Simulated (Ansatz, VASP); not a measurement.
## One calculation of SiNi3, two programs

```
Si Ni
1.0
     3.39378    0.00000    0.00000
     0.00000    3.39378    0.00000
     0.00000    0.00000    3.39378
Si Ni
1 3
Direct
  0.00000 0.00000 0.00000
  0.00000 0.50000 0.50000
  0.50000 0.00000 0.50000
  0.50000 0.50000 0.00000
```

Alike in both runs: task single point; functional r2SCAN; k mesh 12 × 12 × 12; occupations gaussian, width 0.1 eV; no spin polarisation.

```csv
,VASP,Ansatz
version,VASP 6.6.1,Ansatz 0.2.0
potentials or method,"VASP PAW PBE potentials, release 64 (Si, Ni), cutoff 520 eV","scalar-relativistic, plane waves, PAW"
valence electrons in the cell,34,58
```

|  | VASP | Ansatz | Ansatz less VASP |
| --- | --- | --- | --- |
| gap on the k mesh at the Fermi level (eV) | none | none | - |
| pressure (GPa) | 17.4 | 17.2 | -0.18 |

VASP's potentials were made for PBE, not for r2SCAN. A gap of «none» marks a metal or a gap that the smearing closes. VASP's potentials hold 34 valence electrons a cell and Ansatz's 58, so a difference there can come from the potentials and not from the codes.
